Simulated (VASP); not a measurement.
# ZnS (F-43m) in VASP: settings compared

Aim: see how the results for ZnS move with the level of theory and the settings. Levels: LDA, PBEsol, PBE. Tasks: single point.

Everything below comes from runs of VASP 6.6.1. Logs are shortened: lines on timing, memory, paths and dates and some standing lists are left out, and cuts for length are marked.

**The experiment to reproduce.**

“Electronic, vibrational, and thermodynamic properties of ZnS (zincblende and rocksalt structure)”, 2009, arxiv:0911.5022 quotes, for a bulk crystal of ZnS at 19 K: band gap 3.85 eV (direct).

How close the calculation comes is told below.

### Step 1. The cell of the first run

The structure is cubic, space group F-43m (No. 216). Conventional cell: a = 5.297 Å, b = 5.297 Å, c = 5.297 Å, α = 90.00°, β = 90.00°, γ = 90.00°. Zn (site symmetry -43m) has 4 S at 2.29 Å within 3.0 Å. Within 3.0 Å of S (site symmetry -43m) lie 4 Zn at 2.29 Å.

### Step 2. Single point, LDA

INCAR

```
SYSTEM = ZnS
PREC = Accurate
ENCUT = 520
EDIFF = 1E-7
ISMEAR = -1
SIGMA = 0.02
LREAL = .False.
LASPH = .True.
NELM = 80
ALGO = Normal
ISIF = 2
LWAVE = .False.
LCHARG = .False.
GGA = CA
NBANDS = 16
```

KPOINTS

```
Automatic mesh
0
Gamma
  8 8 8
  0 0 0
```

POSCAR

```
ZnS
1.0
    0.0000000000      2.6484496415      2.6484496415
    2.6484496415      0.0000000000      2.6484496415
    2.6484496415      2.6484496415      0.0000000000
Zn S
1 1
Direct
    0.2500000000      0.2500000000      0.2500000000
    0.0000000000      0.0000000000      0.0000000000
```

Potentials or basis: VASP PAW LDA potentials, release 64 (Zn, S).

The run is started by

```sh
$ cat potpaw_LDA.64/Zn/POTCAR potpaw_LDA.64/S/POTCAR > POTCAR
$ mpirun -np 1 vasp_std > vasp.out
```

OUTCAR:

```text
SYSTEM = ZnS
   PREC = Accurate
   ENCUT = 520
   EDIFF = 1E-7
   ISMEAR = -1
   LREAL = .False.
   LASPH = .True.
   NELM = 80
   ISIF = 2
   GGA = CA

 ion  position               nearest neighbor table
   1  0.250  0.250  0.250-   2 2.29   2 2.29   2 2.29   2 2.29
   2  0.000  0.000  0.000-   1 2.29   1 2.29   1 2.29   1 2.29

  LATTYP: Found a face centered cubic cell.
 ALAT       =     5.2968992830

  Lattice vectors:

 A1 = (   0.0000000000,   2.6484496415,   2.6484496415)
 A2 = (   2.6484496415,   0.0000000000,   2.6484496415)
 A3 = (   2.6484496415,   2.6484496415,   0.0000000000)

Analysis of symmetry for initial positions (statically):
=====================================================================
 Subroutine PRICEL returns:
 Original cell was already a primitive cell.

 Routine SETGRP: Setting up the symmetry group for a
 face centered cubic supercell.

 Subroutine GETGRP returns: Found 24 space group operations
 (whereof 24 operations were pure point group operations)
 out of a pool of 48 trial point group operations.

The static configuration has the point symmetry T_d .

Analysis of symmetry for dynamics (positions and initial velocities):
=====================================================================
 Subroutine PRICEL returns:
 Original cell was already a primitive cell.

 Routine SETGRP: Setting up the symmetry group for a
 face centered cubic supercell.

 Subroutine GETGRP returns: Found 24 space group operations
 (whereof 24 operations were pure point group operations)
 out of a pool of 48 trial point group operations.

The dynamic configuration has the point symmetry T_d .

 Subroutine INISYM returns: Found 24 space group operations
 (whereof 24 operations are pure point group operations),
 and found     1 'primitive' translations

----------------------------------------------------------------------------------------

                                     Primitive cell

  volume of cell :      37.1540

  direct lattice vectors                    reciprocal lattice vectors
     0.000000000  2.648449642  2.648449642    -0.188789695  0.188789695  0.188789695
     2.648449642  0.000000000  2.648449642     0.188789695 -0.188789695  0.188789695
     2.648449642  2.648449642  0.000000000     0.188789695  0.188789695 -0.188789695

  length of vectors
     3.745473402  3.745473402  3.745473402     0.326993344  0.326993344  0.326993344

  position of ions in fractional coordinates (direct lattice)
     0.250000000  0.250000000  0.250000000
     0.000000000  0.000000000  0.000000000

  ion indices of the primitive-cell ions
   primitive index   ion index
                 1           1
                 2           2

----------------------------------------------------------------------------------------

 KPOINTS: Automatic mesh

Automatic generation of k-mesh.
 Grid dimensions read from file:
 generate k-points for:    8    8    8

 Generating k-lattice:

  Cartesian coordinates                     Fractional coordinates (reciprocal lattice)
    -0.023598712  0.023598712  0.023598712     0.125000000  0.000000000  0.000000000
     0.023598712 -0.023598712  0.023598712     0.000000000  0.125000000  0.000000000
     0.023598712  0.023598712 -0.023598712     0.000000000  0.000000000  0.125000000

  Length of vectors
     0.040874168  0.040874168  0.040874168

  Shift w.r.t. Gamma in fractional coordinates (k-lattice)
     0.000000000  0.000000000  0.000000000

 Subroutine IBZKPT returns following result:
 ===========================================

 Found     29 irreducible k-points:

 Following reciprocal coordinates:
            Coordinates               Weight
  0.000000  0.000000  0.000000      1.000000
  0.125000  0.000000  0.000000      8.000000
  0.250000  0.000000  0.000000      8.000000
  0.375000  0.000000  0.000000      8.000000
  0.500000  0.000000  0.000000      4.000000
  0.125000  0.125000  0.000000      6.000000
[... 16 lines left out ...]
  0.500000  0.250000  0.125000     48.000000
 -0.375000  0.250000  0.125000     24.000000
 [... further k-points ...]
   k-points           NKPTS =     29   k-points in BZ     NKDIM =     29   number of bands    NBANDS=     16
   number of dos      NEDOS =    301   number of ions     NIONS =      2
   total plane-waves  NPLWV =  21952
   dimension x,y,z NGX =    28 NGY =   28 NGZ =   28
   dimension x,y,z NGXF=    56 NGYF=   56 NGZF=   56
   ions per type =               1   1
   NGX,Y,Z   is equivalent  to a cutoff of  12.43, 12.43, 12.43 a.u.
   NGXF,Y,Z  is equivalent  to a cutoff of  24.86, 24.86, 24.86 a.u.
 SYSTEM =  ZnS
   PREC   = accura    normal or accurate (medium, high low for compatibility)
   ISTART =      0    job   : 0-new  1-cont  2-samecut
   ICHARG =      2    charge: 1-file 2-atom 10-const
   ISPIN  =      1    spin polarized calculation?
   LNONCOLLINEAR =      F non collinear calculations
   LSORBIT =      F    spin-orbit coupling
   LASPH  =      T    aspherical Exc in radial PAW
   ENCUT  =  520.0 eV  38.22 Ry    6.18 a.u.   6.96  6.96  6.96*2*pi/ulx,y,z
   NELM   =     80;   NELMIN=  2; NELMDL= -5     # of ELM steps
   EDIFF  = 0.1E-06   stopping-criterion for ELM
   LREAL  =      F    real-space projection
   EDIFFG = 0.1E-05   stopping-criterion for IOM
   NSW    =      0    number of steps for IOM
   IBRION =     -1    ionic relax: 0-MD 1-quasi-New 2-CG
   NFREE  =      0    steps in history (QN), initial steepest desc. (CG)
   ISIF   =      2    stress and relaxation
   ISYM   =      2    0-nonsym 1-usesym 2-fastsym
   POTIM  = 0.5000    time-step for ionic-motion
   TEBEG  =    0.0;   TEEND  =   0.0 temperature during run
   PSTRESS=    0.0 pullay stress
   NELECT =      18.0000    total number of electrons
   NUPDOWN=      -1.0000    fix difference up-down
   EMIN   =  10.00;   EMAX   =-10.00  energy-range for DOS
   EFERMI =   0.00;   METHOD = LEGACY
   ISMEAR =    -1;   SIGMA  =   0.02  broadening in eV -4-tet -1-fermi 0-gaus
   EFERMI_NEDOS =   21; number of points for ismear=-14 and -15
   IALGO  =     38    algorithm
   IMIX   =      4    mixing-type and parameters
     AMIX     =   0.40;   BMIX     =  1.00
     AMIX_MAG =   1.60;   BMIX_MAG =  1.00
  volume/ion in A,a.u.               =      18.58       125.36
  Fermi-wavevector in a.u.,A,eV,Ry     =   1.285772  2.429757 22.493281  1.653210
  Thomas-Fermi vector in A             =   2.417886
   LORBIT       =      0    0 simple, 1 ext, 2 COOP (PROOUT), +10 PAW based schemes
   GGA     = CA    functional components
   LHFCALC =     F    Hartree Fock is set to
   AEXX    =    0.0000 exact exchange contribution
   IVDW    =     0    specifies the selected vdW correction
   LEPSILON=     F    determine dielectric tensor
   LRPA    =     F    only Hartree local field effects (RPA)
 non-spin polarized calculation
  energy-cutoff  :      520.00
  volume of cell :       37.15
 maximum number of plane-waves:      1012
   NGX = 13   NGY = 13   NGZ = 13

 number of electron      18.0000014 magnetization

 Free energy of the ion-electron system (eV)
  ---------------------------------------------------
  ext. energy  EPLUGINS =         0.00000000
  ---------------------------------------------------
  free energy    TOTEN  =        -8.20752365 eV

  energy without entropy =       -8.20752365  energy(sigma->0) =       -8.20752365

 E-fermi :   2.9449     XC(G=0): -10.3161

 val. band max:        2.5130693358   @ k =   0.0000   0.0000   0.0000
 cond. band min:       4.6729072797   @ k =   0.0000   0.0000   0.0000
 fundamental gap:      2.1598379439
 Fermi energy:         2.9449011702

 k-point     1 :       0.0000    0.0000    0.0000
  band No.  band energies     occupation
      1     -11.0340      2.00000
      2      -4.2435      2.00000
      3      -4.2435      2.00000
      4      -4.2435      2.00000
      5      -3.6904      2.00000
      6      -3.6904      2.00000
[... 8 lines left out ...]
     15      14.3390      0.00000
     16      14.3722      0.00000

 k-point     2 :       0.1250    0.0000    0.0000
  band No.  band energies     occupation
      1     -10.9019      2.00000
      2      -4.2472      2.00000
      3      -4.2201      2.00000
      4      -4.2201      2.00000
      5      -3.6926      2.00000
      6      -3.6926      2.00000
[... 8 lines left out ...]
     15      13.6712      0.00000
     16      15.1546      0.00000

 k-point     3 :       0.2500    0.0000    0.0000
  band No.  band energies     occupation
      1     -10.5540      2.00000
      2      -4.2101      2.00000
      3      -4.1691      2.00000
      4      -4.1691      2.00000
      5      -3.6892      2.00000
      6      -3.6892      2.00000
[... 8 lines left out ...]
     15      13.4532      0.00000
     16      14.5873      0.00000

 k-point     4 :       0.3750    0.0000    0.0000
  band No.  band energies     occupation
      1     -10.1528      2.00000
      2      -4.1295      2.00000
      3      -4.1295      2.00000
      4      -3.9917      2.00000
      5      -3.6696      2.00000
      6      -3.6696      2.00000
[... 8 lines left out ...]
     15      14.6390      0.00000
     16      14.6390      0.00000
[... 324 lines left out ...]
 k-point    22 :       0.3750    0.2500    0.1250
  band No.  band energies     occupation
      1     -10.2796      2.00000
      2      -4.2403      2.00000
      3      -4.0996      2.00000
      4      -4.0707      2.00000
      5      -3.7188      2.00000
      6      -3.6464      2.00000
[... 8 lines left out ...]
     15      15.4061      0.00000
     16      17.7726      0.00000

 k-point    23 :       0.5000    0.2500    0.1250
  band No.  band energies     occupation
      1      -9.9425      2.00000
      2      -4.1330      2.00000
      3      -4.0679      2.00000
      4      -3.9264      2.00000
      5      -3.6724      2.00000
      6      -3.6102      2.00000
[... 8 lines left out ...]
     15      16.4257      0.00000
     16      17.0030      0.00000

 k-point    24 :      -0.3750    0.2500    0.1250
  band No.  band energies     occupation
      1      -9.7900      2.00000
      2      -4.1109      2.00000
      3      -4.0417      2.00000
      4      -3.7641      2.00000
      5      -3.6771      2.00000
      6      -3.3783      2.00000
[... 8 lines left out ...]
     15      16.0515      0.00000
     16      16.9740      0.00000

 [... further k-points ...]

------------------------ aborting loop because EDIFF is reached ----------------------------------------

  FORCE on cell =-STRESS in cart. coord.  units (eV):
  Direction    XX          YY          ZZ          XY          YZ          ZX
  --------------------------------------------------------------------------------------
  -------------------------------------------------------------------------------------
  Total        0.0593378      0.0593378      0.0593378      0.0000000     -0.0000000      0.0000000
  in kB        2.5588032      2.5588032      2.5588032      0.0000000     -0.0000000      0.0000000
  external PRESSURE =       2.5588032 kB  Pullay stress =       0.0000000 kB

 VOLUME and BASIS-vectors are now :
 -----------------------------------------------------------------------------
  energy-cutoff  :      520.00
  volume of cell :       37.15
      direct lattice vectors                 reciprocal lattice vectors
     0.000000000  2.648449642  2.648449642    -0.188789695  0.188789695  0.188789695
     2.648449642  0.000000000  2.648449642     0.188789695 -0.188789695  0.188789695
     2.648449642  2.648449642  0.000000000     0.188789695  0.188789695 -0.188789695

 POSITION                                       TOTAL-FORCE (eV/Angst)
 -----------------------------------------------------------------------------------
      1.32422      1.32422      1.32422        -0.000000     -0.000000     -0.000000
      0.00000      0.00000      0.00000         0.000000      0.000000      0.000000
 -----------------------------------------------------------------------------------
    total drift:                               -0.000001     -0.000001     -0.000001

  FREE ENERGIE OF THE ION-ELECTRON SYSTEM (eV)
  ---------------------------------------------------
  free  energy   TOTEN  =        -8.2075236464 eV

  energy  without entropy=       -8.2075236464  energy(sigma->0) =       -8.20752365
```

Run time: 9.1 s. Hardware: 1 thread of Intel Xeon 6975P-C (Granite Rapids), shared host; peak memory 0.14 GiB.

What came out:

```
Free energy            : -8.2075 eV
Pressure               : 0.3 GPa
Band gap on the k mesh : 2.16 eV, direct
```

Levels at points of the mesh, in eV from the valence-band top:
```csv
k point,band 7,band 8,band 9,band 10,band 11,band 12
"(0.00, 0.00, 0.00)",0.00,0.00,0.00,2.16,6.21,6.21
"(0.50, 0.00, 0.00)",-5.78,-0.97,-0.97,3.23,6.76,6.76
"(0.50, 0.50, 0.00)",-4.91,-2.47,-2.47,3.06,3.89,11.16
```

### Step 3. Single point, PBEsol

This run uses another cell than the first one, of 19.20 Å³/atom, 1.034 times its volume.

INCAR

```
PREC     = Accurate       # precision mode
ENCUT    = 520            # plane-wave cutoff, eV
EDIFF    = 1E-7           # SCF threshold, eV
ISMEAR   = -1             # smearing method
SIGMA    = 0.02           # smearing width, eV
LREAL    = F              # projectors in reciprocal space
LASPH    = T              # aspherical terms in the spheres
NELM     = 60             # most SCF steps
ALGO     = Normal         # electronic algorithm
ISIF     = 2              # what is computed and relaxed
LWAVE    = F              # write WAVECAR
LCHARG   = F              # write CHGCAR
GGA      = PS             # functional
NBANDS   = 16             # bands
```

KPOINTS

```
regular mesh
0
Gamma
  8 8 8
```

POSCAR

```
ZnS
1.0
    0.0000000000      2.6779127930      2.6779127930
    2.6779127930      0.0000000000      2.6779127930
    2.6779127930      2.6779127930      0.0000000000
Zn S
1 1
Direct
    0.2500000000      0.2500000000      0.2500000000
    0.0000000000      0.0000000000      0.0000000000
```

Potentials or basis: VASP PAW PBE potentials, release 64 (Zn, S).

The run is started by

```sh
$ cat potpaw_PBE.64/Zn/POTCAR potpaw_PBE.64/S/POTCAR > POTCAR
$ mpirun -np 1 vasp_std > vasp.out
```

Wall time 10 s (1 thread of Intel Xeon 6975P-C (Granite Rapids), shared host); peak memory 0.15 GiB.

It converged, with:

```yaml
Free_energy: -7.5886 eV
Pressure: 0.2 GPa
Band_gap_on_the_k_mesh: 2.09 eV, direct
```

Levels at points of the mesh, in eV from the valence-band top:
```
           k point  band 7  band 8  band 9  band 10  band 11  band 12
(0.00, 0.00, 0.00)    0.00    0.00    0.00     2.09     6.29     6.29
(0.50, 0.00, 0.00)   -5.54   -0.92   -0.92     3.25     6.82     6.82
(0.50, 0.50, 0.00)   -4.71   -2.35   -2.35     3.18     3.96    11.02
```

Caveat: the PAW data sets were made with another functional, which shifts forces and pressure a little.

### Step 4. Single point, PBE

This run uses another cell than the first one, of 20.16 Å³/atom, 1.085 times its volume.

INCAR

```
SYSTEM = ZnS
ALGO = Normal ; EDIFF = 1E-7
ENCUT = 520 ; GGA = PE
ISIF = 2 ; ISMEAR = -1
LASPH = .True. ; LCHARG = .False.
LREAL = .False. ; LWAVE = .False.
NBANDS = 16 ; NELM = 80
PREC = Accurate ; SIGMA = 0.02
```

KPOINTS

```
k-points
0
Gamma
  8 8 8
  0 0 0
```

POSCAR

```
ZnS
1.0
    0.0000000000      2.7215050596      2.7215050596
    2.7215050596      0.0000000000      2.7215050596
    2.7215050596      2.7215050596      0.0000000000
Zn S
1 1
Direct
    0.2500000000      0.2500000000      0.2500000000
    0.0000000000      0.0000000000      0.0000000000
```

The run is started by

```sh
$ cat potpaw_PBE.64/Zn/POTCAR potpaw_PBE.64/S/POTCAR > POTCAR
$ mpirun -np 1 vasp_std > vasp.out
```

It took 9.5 s on 1 thread of Intel Xeon 6975P-C (Granite Rapids), shared host; peak memory 0.17 GiB.

It converged, with:

* Free energy: -6.8523 eV
* Pressure: 0.2 GPa
* Band gap on the k mesh: 2.02 eV, direct

Levels at points of the mesh, in eV from the valence-band top:
```tsv
k point	band 6	band 7	band 8	band 9	band 10	band 11	band 12	band 13
(0.00, 0.00, 0.00)	-5.78	0.00	0.00	0.00	2.02	6.41	6.41	6.41
(0.50, 0.00, 0.00)	-5.59	-5.15	-0.83	-0.83	3.27	6.94	6.94	8.79
(0.50, 0.50, 0.00)	-5.57	-4.47	-2.14	-2.14	3.46	4.07	10.83	11.82
```

### Step 5. The runs side by side

```tsv
level	potentials or basis	cell	gap on the mesh (eV)	pressure (GPa)
LDA	VASP PAW LDA potentials, release 64 (Zn, S)	a = 3.745 Å, angles 60.0°, 2 atoms	2.16	0.3
PBEsol	VASP PAW PBE potentials, release 64 (Zn, S)	a = 3.787 Å, angles 60.0°, 2 atoms	2.09	0.2
PBE	VASP PAW PBE potentials, release 64 (Zn, S)	a = 3.849 Å, angles 60.0°, 2 atoms	2.02	0.2
```

Alike in all rows: task single point; no spin polarisation; k mesh 8 × 8 × 8; cutoff (eV) 520; smearing fermi-dirac 0.02 eV.

Caveats: the PAW data sets were made with another functional, which shifts forces and pressure a little (some runs).

Absolute energies hang on the potentials; compare differences alone.

### Step 6. Comparison with measurements

Step 2. Measured gap of ZnS: 3.85 eV (direct; 19 K; quoted in “Electronic, vibrational, and thermodynamic properties of ZnS (zincblende and rocksalt structure)”, 2009, arxiv:0911.5022). This calculation gives 2.16 eV (-1.69 eV). The value is that of LDA, without temperature or zero-point motion. Semilocal functionals fall short of measured gaps as a rule.

Step 3. Measured gap of ZnS: 3.85 eV (direct; 19 K; quoted in “Electronic, vibrational, and thermodynamic properties of ZnS (zincblende and rocksalt structure)”, 2009, arxiv:0911.5022). This calculation gives 2.09 eV (-1.76 eV). The value is that of PBEsol, without temperature or zero-point motion. Semilocal functionals fall short of measured gaps as a rule.

Step 4. A measured gap of ZnS is 3.85 eV (direct; 19 K; quoted in “Electronic, vibrational, and thermodynamic properties of ZnS (zincblende and rocksalt structure)”, 2009, arxiv:0911.5022); the calculated 2.02 eV misses it by -1.83 eV. The value is that of PBE, without temperature or zero-point motion. Semilocal functionals fall short of measured gaps as a rule.
